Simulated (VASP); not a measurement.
NaCl, 2 atoms in the cell. It takes space group Fm-3m (No. 225, cubic). Conventional cell: a = 5.600 Å, b = 5.600 Å, c = 5.600 Å, α = 90.00°, β = 90.00°, γ = 90.00°. Na (site symmetry m-3m) has 6 Cl at 2.80 Å within 3.7 Å. Within 3.7 Å of Cl (site symmetry m-3m) lie 6 Na at 2.80 Å. 

* Program: VASP 6.6.1
* Task: single point
* Functional: PBEsol
* Potentials or basis: VASP PAW PBE potentials, release 64 (Na_pv, Cl)
* Cutoff: 520 eV
* k mesh: 7 × 7 × 7
* Occupations: fermi-dirac, width 0.05 eV
* Spin: no spin polarisation
* Dipole correction: no
* Further INCAR settings: ALGO = Normal; EDIFF = 1e-06; NBANDS = 14

Potentials or basis: VASP PAW PBE potentials, release 64 (Na_pv, Cl).

Run with:

```sh
$ cat potpaw_PBE.64/Na_pv/POTCAR potpaw_PBE.64/Cl/POTCAR > POTCAR
$ mpirun -np 1 vasp_std > vasp.out
```

Hardware: 1 thread of AMD EPYC 7R13 Processor (Zen 3) (shared host).

**Question.** How long does it take, and how much memory?

**Answer.** Wall time 13 s on 1 thread of AMD EPYC 7R13 Processor (Zen 3) (shared host), peak memory 0.13 GiB. Counts: scf iterations 12, k points 20.
